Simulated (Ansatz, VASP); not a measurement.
## Ge6MoW2: VASP beside Ansatz

Contents of INCAR:

```
SYSTEM = Ge6MoW2
PREC = Accurate
ENCUT = 520
EDIFF = 1E-6
ISMEAR = 0
SIGMA = 0.2
LREAL = .False.
LASPH = .True.
NELM = 60
ALGO = Normal
ISIF = 2
LWAVE = .False.
LCHARG = .False.
GGA = PE
NBANDS = 73
```

File KPOINTS:

```
regular mesh
0
Gamma
  6 6 6
  0 0 0
```

POSCAR

```
Ge6MoW2
1.0
    0.0000000000     -3.3410618013      0.0000000000
    3.3410618013      0.0000000000      0.0000000000
   -1.6705309006      1.6705309006     12.4319692960
Ge Mo W
6 1 2
Direct
    0.7792296040      0.7792296040      0.5584592080
    0.4461984937      0.4461984937      0.8923969874
    0.1123543808      0.1123543808      0.2247087616
    0.8876456192      0.8876456192      0.7752912384
    0.5538015063      0.5538015063      0.1076030126
    0.2207703960      0.2207703960      0.4415407920
    0.0000000000      0.0000000000      0.0000000000
    0.6667671080      0.6667671080      0.3335342161
    0.3332328920      0.3332328920      0.6664657839
```

Input for Ansatz:

```yaml
crystal:
  lattice:
    - [0.0, -3.3410618013, 0.0]
    - [3.3410618013, 0.0, 0.0]
    - [-1.6705309006, 1.6705309006, 12.431969296]
  atoms:
    - { symbol: Ge, position: [0.779229604, 0.779229604, 0.558459208] }
    - { symbol: Ge, position: [0.4461984937, 0.4461984937, 0.8923969874] }
    - { symbol: Ge, position: [0.1123543808, 0.1123543808, 0.2247087616] }
    - { symbol: Ge, position: [0.8876456192, 0.8876456192, 0.7752912384] }
    - { symbol: Ge, position: [0.5538015063, 0.5538015063, 0.1076030126] }
    - { symbol: Ge, position: [0.220770396, 0.220770396, 0.441540792] }
    - { symbol: Mo, position: [0.0, 0.0, 0.0] }
    - { symbol: W, position: [0.666767108, 0.666767108, 0.3335342161] }
    - { symbol: W, position: [0.333232892, 0.333232892, 0.6664657839] }
basis:
  ecutwfc: 420
kpoints:
  mp_grid: { grid: [6, 6, 6] }
hamiltonian:
  xc: pbe
scf:
  occupations: { method: gaussian, width: 0.2 }
  lower_state_search: "off"
output:
  forces: true
  stress: true
  eigenvalues: true
```

Alike in both runs: task single point; functional PBE; k mesh 6 × 6 × 6; occupations gaussian, width 0.2 eV; no spin polarisation.

```csv
,VASP,Ansatz
version,VASP 6.6.1,Ansatz 0.2.0
potentials or method,"VASP PAW PBE potentials, release 64 (Ge_d, Mo_sv, W_sv), cutoff 520 eV","scalar-relativistic, plane waves, PAW"
valence electrons in the cell,126,126
```

VASP gave:

| Quantity | Value |
| --- | --- |
| gap on the k mesh at the Fermi level (eV) | none |
| pressure (GPa) | 0.3 |
| traceless stress, the component that is largest in VASP (GPa) | 0.18 |
| rms of the force components (eV/Å) | 0.005 |

Problem. What did Ansatz give for the same quantities?

Solution. gap on the k mesh at the Fermi level (eV): none; pressure (GPa): 0.0; traceless stress, the component that is largest in VASP (GPa): 0.16; rms of the force components (eV/Å): 0.005.

Atom by atom the forces differ by 0.003 eV/Å (rms over components). A gap of «none» marks a metal or a gap that the smearing closes.

Spin-orbit coupling is off throughout.
